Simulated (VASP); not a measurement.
Wanted: the native input for a VASP 6.6.1 run.

```yaml
Task: single point
Functional: PBE
Potentials_or_basis: VASP PAW PBE potentials, release 64 (W_sv, C)
Cutoff: 520 eV
k_mesh: 18 × 18 × 16
Occupations: gaussian, width 0.15 eV
Spin: no spin polarisation
Dipole_correction: no
Further_INCAR_settings: ALGO = Normal; EDIFF = 1e-06; NBANDS = 16
```

The structure of WC lies in POSCAR:

```
WC
1.0
    2.9005014360      0.0000000000      0.0000000000
   -1.4502507180      2.5119079273      0.0000000000
    0.0000000000      0.0000000000      2.8290000000
W C
1 1
Direct
   -0.0199051882     -0.0398103764      0.0000000000
    0.6666666667      0.3333333333      0.5000000000
```

This cell differs from its parent crystal: atom 1 (W) moved by (+0.000, -0.100) A along x and y.

One way to write it, as run:

INCAR

```
SYSTEM = WC
PREC = Accurate ; ENCUT = 520
EDIFF = 1E-6 ; ISMEAR = 0
SIGMA = 0.15 ; LREAL = .FALSE.
LASPH = .TRUE. ; NELM = 60
ALGO = Normal ; ISIF = 2
LWAVE = .FALSE. ; LCHARG = .FALSE.
GGA = PE ; NBANDS = 16
```

KPOINTS

```
Automatic mesh
0
G
  18 18 16
  0 0 0
```

Potentials or basis: VASP PAW PBE potentials, release 64 (W_sv, C).

Launch:

```console
$ cat potpaw_PBE.64/W_sv/POTCAR potpaw_PBE.64/C/POTCAR > POTCAR
$ mpirun -np 1 vasp_std > vasp.out
```

It gave:

```yaml
Pressure: 11.3 GPa
Largest_force: 1.719 eV/Å
Band_gap_on_the_k_mesh: zero (bands 9 and 10 overlap by 1.26 eV)
```

Caveat: the cell differs from its parent crystal (atom 1 (W) moved by (+0.000, -0.100) A along x and y); the cell stands under pressure; spin-orbit coupling is left out, which moves the levels of the heavy elements; forces of over 1 eV/Å act on the atoms, so gaps and moduli don't describe the material at rest.

It took 86 s on 1 thread of Intel(R) Xeon(R) Platinum 8488C (Sapphire Rapids), on a shared host, peak memory 0.36 GiB.
